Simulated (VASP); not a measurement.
# TaW2N4 (Cm) in VASP: single point with PBE

Aim: the single point of TaW2N4 with PBE.

All numbers are computed with VASP 6.6.1; they aren't measurements. Logs are shortened: lines on timing, memory, paths and dates and some standing lists are left out, and cuts for length are marked.

### 1 The cell of the first run

The typed cell holds 7 atoms: a = 5.158 Å, b = 5.158 Å, c = 3.069 Å, α = 90.00°, β = 90.00°, γ = 108.12°.

### 2 Single point, PBE

INCAR reads:

```
ALGO = Normal
EDIFF = 1E-7
ENCUT = 520
GGA = PE
ISIF = 2
ISMEAR = 0
LASPH = True
LCHARG = True
LELF = True
LREAL = False
LVHAR = True
LWAVE = False
NBANDS = 38
NELM = 100
PREC = Accurate
SIGMA = 0.1
```

KPOINTS reads:

```
k-points
0
Gamma
  6 6 10
```

POSCAR reads:

```
TaW2N4
1.0
    3.0274251743     -4.1757964358      0.0105409227
    3.0274251743      4.1757964358      0.0105409227
   -0.0110248496      0.0000000000      3.0685096566
Ta W N
1 2 4
Direct
    0.9994864968      0.9994864968      0.0004610634
    0.5210541087      0.9968075713      0.5001948923
    0.9968075713      0.5210541087      0.5001948923
    0.2282139200      0.2282139200      0.5003875217
    0.7435355748      0.7435355748      0.5003107599
    0.2648068638      0.7458893877      1.0001991589
    0.7458893877      0.2648068638      1.0001991589
```

Potentials or basis: VASP PAW PBE potentials, release 64 (Ta_pv, W_sv, N).

Started as:

```console
> cat potpaw_PBE.64/Ta_pv/POTCAR potpaw_PBE.64/W_sv/POTCAR potpaw_PBE.64/N/POTCAR > POTCAR
> mpirun -np 1 vasp_std > vasp.out
```

OUTCAR:

```text
EDIFF = 1E-7
   ENCUT = 520
   GGA = PE
   ISIF = 2
   ISMEAR = 0
   LASPH = True
   LREAL = False
   NELM = 100
   PREC = Accurate

 ion  position               nearest neighbor table
   1  0.999  0.999  0.000-   4 2.07   4 2.07   7 2.17   6 2.17   5 2.18   5 2.18   2 2.90   3 2.90
                             2 2.90   3 2.90   2 3.10   3 3.10   2 3.10   3 3.10
   2  0.521  0.997  0.500-   5 1.99   7 2.15   7 2.15   6 2.17   6 2.17   4 2.20   1 2.90   1 2.90
                             3 3.03   3 3.03   1 3.10   1 3.10
   3  0.997  0.521  0.500-   5 1.99   6 2.15   6 2.15   7 2.17   7 2.17   4 2.20   1 2.90   1 2.90
                             2 3.03   2 3.03   1 3.10   1 3.10
   4  0.228  0.228  0.500-   1 2.07   1 2.07   2 2.20   3 2.20
   5  0.744  0.744  0.500-   2 1.99   3 1.99   1 2.18   1 2.18
   6  0.265  0.746  0.000-   3 2.15   3 2.15   1 2.17   2 2.17   2 2.17
   7  0.746  0.265  0.000-   2 2.15   2 2.15   1 2.17   3 2.17   3 2.17

  LATTYP: Found a base centered monoclinic cell.
 ALAT       =     6.0548870500
 B/A-ratio  =     1.3793143956
 C/A-ratio  =     0.5067855828
 COS(beta)  =    -0.0001110879

  Lattice vectors:

 A1 = (   3.0274251743,  -4.1757964358,   0.0105409227)
 A2 = (   3.0274251743,   4.1757964358,   0.0105409227)
 A3 = (  -0.0110248496,   0.0000000000,   3.0685096566)

Analysis of symmetry for initial positions (statically):
=====================================================================
 Subroutine PRICEL returns:
 Original cell was already a primitive cell.

 Routine SETGRP: Setting up the symmetry group for a
 base centered monoclinic supercell.

 Subroutine GETGRP returns: Found  2 space group operations
 (whereof  2 operations were pure point group operations)
 out of a pool of  4 trial point group operations.

The static configuration has the point symmetry C_1h.

Analysis of symmetry for dynamics (positions and initial velocities):
=====================================================================
 Subroutine PRICEL returns:
 Original cell was already a primitive cell.

 Routine SETGRP: Setting up the symmetry group for a
 base centered monoclinic supercell.

 Subroutine GETGRP returns: Found  2 space group operations
 (whereof  2 operations were pure point group operations)
 out of a pool of  4 trial point group operations.

The dynamic configuration has the point symmetry C_1h.

 Subroutine INISYM returns: Found  2 space group operations
 (whereof  2 operations are pure point group operations),
 and found     1 'primitive' translations

----------------------------------------------------------------------------------------

                                     Primitive cell

  volume of cell :      77.5846

  direct lattice vectors                    reciprocal lattice vectors
     3.027425174 -4.175796436  0.010540923     0.165154782 -0.119737638  0.000593385
     3.027425174  4.175796436  0.010540923     0.165154782  0.119737638  0.000593385
    -0.011024850  0.000000000  3.068509657    -0.001134677  0.000000000  0.325887027

  length of vectors
     5.157779578  5.157779578  3.068529462     0.203994010  0.203994010  0.325889003

  position of ions in fractional coordinates (direct lattice)
     0.999486497  0.999486497  0.000461063
     0.521054109  0.996807571  0.500194892
     0.996807571  0.521054109  0.500194892
     0.228213920  0.228213920  0.500387522
     0.743535575  0.743535575  0.500310760
     0.264806864  0.745889388  0.000199159
     0.745889388  0.264806864  0.000199159

  ion indices of the primitive-cell ions
   primitive index   ion index
                 1           1
                 2           2
                 3           3
                 4           4
                 5           5
                 6           6
                 7           7

----------------------------------------------------------------------------------------

 KPOINTS: k-points

Automatic generation of k-mesh.
 Grid dimensions read from file:
 generate k-points for:    6    6   10

 Generating k-lattice:

  Cartesian coordinates                     Fractional coordinates (reciprocal lattice)
     0.027525797 -0.019956273  0.000098897     0.166666667  0.000000000  0.000000000
     0.027525797  0.019956273  0.000098897     0.000000000  0.166666667  0.000000000
    -0.000113468  0.000000000  0.032588703     0.000000000  0.000000000  0.100000000

  Length of vectors
     0.033999002  0.033999002  0.032588900

  Shift w.r.t. Gamma in fractional coordinates (k-lattice)
     0.000000000  0.000000000  0.000000000

 Subroutine IBZKPT returns following result:
 ===========================================

 Found    110 irreducible k-points:

 Following reciprocal coordinates:
            Coordinates               Weight
  0.000000  0.000000  0.000000      1.000000
  0.166667 -0.000000 -0.000000      4.000000
  0.333333 -0.000000 -0.000000      4.000000
  0.500000  0.000000 -0.000000      2.000000
  0.166667  0.166667  0.000000      2.000000
  0.333333  0.166667 -0.000000      4.000000
[... 16 lines left out ...]
 -0.333333  0.166667  0.100000      4.000000
 -0.166667  0.166667  0.100000      4.000000
 [... further k-points ...]
   k-points           NKPTS =    110   k-points in BZ     NKDIM =    110   number of bands    NBANDS=     38
   number of dos      NEDOS =    301   number of ions     NIONS =      7
   total plane-waves  NPLWV =  38400
   dimension x,y,z NGX =    40 NGY =   40 NGZ =   24
   dimension x,y,z NGXF=    80 NGYF=   80 NGZF=   48
   ions per type =               1   2   4
   NGX,Y,Z   is equivalent  to a cutoff of  12.89, 12.89, 13.00 a.u.
   NGXF,Y,Z  is equivalent  to a cutoff of  25.79, 25.79, 26.01 a.u.
 SYSTEM =  unknown system
   PREC   = accura    normal or accurate (medium, high low for compatibility)
   ISTART =      0    job   : 0-new  1-cont  2-samecut
   ICHARG =      2    charge: 1-file 2-atom 10-const
   ISPIN  =      1    spin polarized calculation?
   LNONCOLLINEAR =      F non collinear calculations
   LSORBIT =      F    spin-orbit coupling
   LASPH  =      T    aspherical Exc in radial PAW
   ENCUT  =  520.0 eV  38.22 Ry    6.18 a.u.   9.59  9.59  5.71*2*pi/ulx,y,z
   NELM   =    100;   NELMIN=  2; NELMDL= -5     # of ELM steps
   EDIFF  = 0.1E-06   stopping-criterion for ELM
   LREAL  =      F    real-space projection
   EDIFFG = 0.1E-05   stopping-criterion for IOM
   NSW    =      0    number of steps for IOM
   IBRION =     -1    ionic relax: 0-MD 1-quasi-New 2-CG
   NFREE  =      0    steps in history (QN), initial steepest desc. (CG)
   ISIF   =      2    stress and relaxation
   ISYM   =      2    0-nonsym 1-usesym 2-fastsym
   POTIM  = 0.5000    time-step for ionic-motion
   TEBEG  =    0.0;   TEEND  =   0.0 temperature during run
   PSTRESS=    0.0 pullay stress
   NELECT =      59.0000    total number of electrons
   NUPDOWN=      -1.0000    fix difference up-down
   EMIN   =  10.00;   EMAX   =-10.00  energy-range for DOS
   EFERMI =   0.00;   METHOD = LEGACY
   ISMEAR =     0;   SIGMA  =   0.10  broadening in eV -4-tet -1-fermi 0-gaus
   EFERMI_NEDOS =   21; number of points for ismear=-14 and -15
   IALGO  =     38    algorithm
   IMIX   =      4    mixing-type and parameters
     AMIX     =   0.40;   BMIX     =  1.00
     AMIX_MAG =   1.60;   BMIX_MAG =  1.00
  volume/ion in A,a.u.               =      11.08        74.80
  Fermi-wavevector in a.u.,A,eV,Ry     =   1.494286  2.823790 30.380306  2.232889
  Thomas-Fermi vector in A             =   2.606578
   LORBIT       =      0    0 simple, 1 ext, 2 COOP (PROOUT), +10 PAW based schemes
   GGA     = PE    functional components
   LHFCALC =     F    Hartree Fock is set to
   AEXX    =    0.0000 exact exchange contribution
   IVDW    =     0    specifies the selected vdW correction
   LEPSILON=     F    determine dielectric tensor
   LRPA    =     F    only Hartree local field effects (RPA)
 non-spin polarized calculation
 Gauss-broadening in eV      SIGMA  =   0.10
  energy-cutoff  :      520.00
  volume of cell :       77.58
 maximum number of plane-waves:      2104
 NGX is ok and might be reduce to    40
   NGX = 19   NGY = 19   NGZ = 11

 number of electron      59.0000005 magnetization

 Free energy of the ion-electron system (eV)
  ---------------------------------------------------
  ext. energy  EPLUGINS =         0.00000000
  ---------------------------------------------------
  free energy    TOTEN  =       -73.87581104 eV

  energy without entropy =      -73.86454423  energy(sigma->0) =      -73.87017763

 E-fermi :   8.9097     XC(G=0): -12.6786

 val. band max:        8.8987421977   @ k =   0.1667   0.1667   0.0000
 cond. band min:       8.9318756027   @ k =   0.5000   0.0000  -0.0000
 fundamental gap:      0.0331334050
 Fermi energy:         8.9097386520

 k-point     1 :       0.0000    0.0000    0.0000
  band No.  band energies     occupation
      1     -66.6568      2.00000
      2     -66.6401      2.00000
      3     -31.2002      2.00000
      4     -30.9064      2.00000
      5     -30.8082      2.00000
      6     -30.7717      2.00000
[... 30 lines left out ...]
     37      12.4343      0.00000
     38      12.4503      0.00000

 k-point     2 :       0.1667   -0.0000   -0.0000
  band No.  band energies     occupation
      1     -66.6557      2.00000
      2     -66.6412      2.00000
      3     -31.1750      2.00000
      4     -30.9157      2.00000
      5     -30.8046      2.00000
      6     -30.7681      2.00000
[... 30 lines left out ...]
     37      12.2900      0.00000
     38      12.3212      0.00000
[... 859 lines left out ...]
     37      12.0983      0.00000
     38      12.7653      0.00000

 k-point    24 :      -0.1667    0.1667    0.1000
  band No.  band energies     occupation
      1     -66.6554      2.00000
      2     -66.6388      2.00000
      3     -31.1888      2.00000
      4     -30.8947      2.00000
      5     -30.8096      2.00000
      6     -30.8047      2.00000
[... 30 lines left out ...]
     37      12.2335      0.00000
     38      12.2655      0.00000

 [... further k-points ...]

------------------------ aborting loop because EDIFF is reached ----------------------------------------

  FORCE on cell =-STRESS in cart. coord.  units (eV):
  Direction    XX          YY          ZZ          XY          YZ          ZX
  --------------------------------------------------------------------------------------
  -------------------------------------------------------------------------------------
  Total        0.4694784      0.6084625      0.5001712      0.0000000      0.0000000      0.0014234
  in kB        9.6950610     12.5651815     10.3288896      0.0000000      0.0000000      0.0293944
  external PRESSURE =      10.8630440 kB  Pullay stress =       0.0000000 kB

 VOLUME and BASIS-vectors are now :
 -----------------------------------------------------------------------------
  energy-cutoff  :      520.00
  volume of cell :       77.58
      direct lattice vectors                 reciprocal lattice vectors
     3.027425174 -4.175796436  0.010540923     0.165154782 -0.119737638  0.000593385
     3.027425174  4.175796436  0.010540923     0.165154782  0.119737638  0.000593385
    -0.011024850  0.000000000  3.068509657    -0.001134677  0.000000000  0.325887027

 POSITION                                       TOTAL-FORCE (eV/Angst)
 -----------------------------------------------------------------------------------
      6.05174      0.00000      0.02249        -0.011296     -0.000000     -0.000200
      4.58970      1.98665      1.55085        -0.002760      0.043292     -0.000014
      4.58970     -1.98665      1.55085        -0.002760     -0.043292     -0.000014
      1.37628      0.00000      1.54026         0.055100     -0.000000      0.000039
      4.49648      0.00000      1.55088        -0.045878     -0.000000     -0.000169
      3.05981      2.00890      0.01126         0.003797     -0.034927      0.000179
      3.05981     -2.00890      0.01126         0.003797      0.034927      0.000179
 -----------------------------------------------------------------------------------
    total drift:                                0.000283      0.000000     -0.000034

  FREE ENERGIE OF THE ION-ELECTRON SYSTEM (eV)
  ---------------------------------------------------
  free  energy   TOTEN  =       -73.8758110369 eV

  energy  without entropy=      -73.8645442255  energy(sigma->0) =      -73.87017763
```

It took 6.7 min on 1 thread of Intel Xeon Platinum 8488C (Sapphire Rapids), shared host; peak memory 0.4 GiB.

What came out:

| Property | Result |
| --- | --- |
| Free energy | -73.8758 eV |
| Pressure | 1.1 GPa |
| Largest force | 0.055 eV/Å |
| Band gap on the k mesh | zero (an odd number of electrons rules out a gap without spin polarisation) |

Forces on the atoms (eV/Å):
```
Ta  -0.011  0.000  0.000
W   -0.003  0.043  0.000
W   -0.003 -0.043  0.000
N    0.055  0.000  0.000
N   -0.046  0.000  0.000
N    0.004 -0.035  0.000
N    0.004  0.035  0.000
```

Levels at points of the mesh, in eV from the Fermi level:
| k point | band 26 | band 27 | band 28 | band 29 | band 30 | band 31 | band 32 | band 33 |
| --- | --- | --- | --- | --- | --- | --- | --- | --- |
| (0.00, 0.00, 0.00) | -2.28 | -2.07 | -2.00 | -1.42 | -0.73 | 0.16 | 0.67 | 1.50 |
| (0.50, 0.00, 0.00) | -2.94 | -2.19 | -1.55 | -1.48 | -0.43 | 0.02 | 1.08 | 1.31 |
| (0.50, 0.50, 0.00) | -3.53 | -3.39 | -3.25 | -0.39 | 0.25 | 0.36 | 0.83 | 1.53 |
| (0.00, 0.00, 0.50) | -4.03 | -3.27 | -0.51 | 0.47 | 0.77 | 1.05 | 1.22 | 2.00 |
| (0.50, 0.00, 0.50) | -3.57 | -2.52 | -1.28 | -1.08 | 0.57 | 0.61 | 1.69 | 1.73 |
| (0.50, 0.50, 0.50) | -3.06 | -2.95 | -2.83 | -2.34 | 1.15 | 1.80 | 2.32 | 2.40 |

Caveat: spin-orbit coupling is left out, which moves the levels of the heavy elements.

The gap in the log of VASP goes by the Fermi energy; the results here count the filled bands.